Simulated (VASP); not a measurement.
Here is a VASP 6.6.1 calculation.

File INCAR:

```
SYSTEM = CsCl
  PREC = Accurate
  ENCUT = 500
  EDIFF = 1E-6
  ISMEAR = 0
  SIGMA = 0.02
  LREAL = .False.
  LASPH = .True.
  NELM = 120
  ALGO = Normal
  ISIF = 2
  LWAVE = .False.
  LCHARG = .False.
  GGA = PE
  NBANDS = 15
  GGA_COMPAT = .False.
```

File KPOINTS:

```
regular mesh
0
Gamma
  6 6 6
  0 0 0
```

Contents of POSCAR:

```
CsCl
1.0
    4.2056484485      0.0000000000      0.0000000000
    0.0000000000      4.2056484485      0.0000000000
    0.0000000000      0.0000000000      4.2056484485
Cs Cl
1 1
Direct
    0.0000000000      0.0000000000      0.0000000000
    0.5000000000      0.5000000000      0.5000000000
```

Potentials or basis: VASP PAW PBE potentials, release 64 (Cs_sv, Cl).

Launch:

```sh
$ cat potpaw_PBE.64/Cs_sv/POTCAR potpaw_PBE.64/Cl/POTCAR > POTCAR
$ mpirun -np 1 vasp_std > vasp.out
```

Problem. Estimate the band gap on the k mesh.

Solution. 5.00 eV.

Problem. Predict the pressure.

Solution. 0.0 GPa.

Caveat: spin-orbit coupling is left out, which moves the levels of the heavy elements. A hybrid or GW would open this gap; PBE tends to underestimate it.
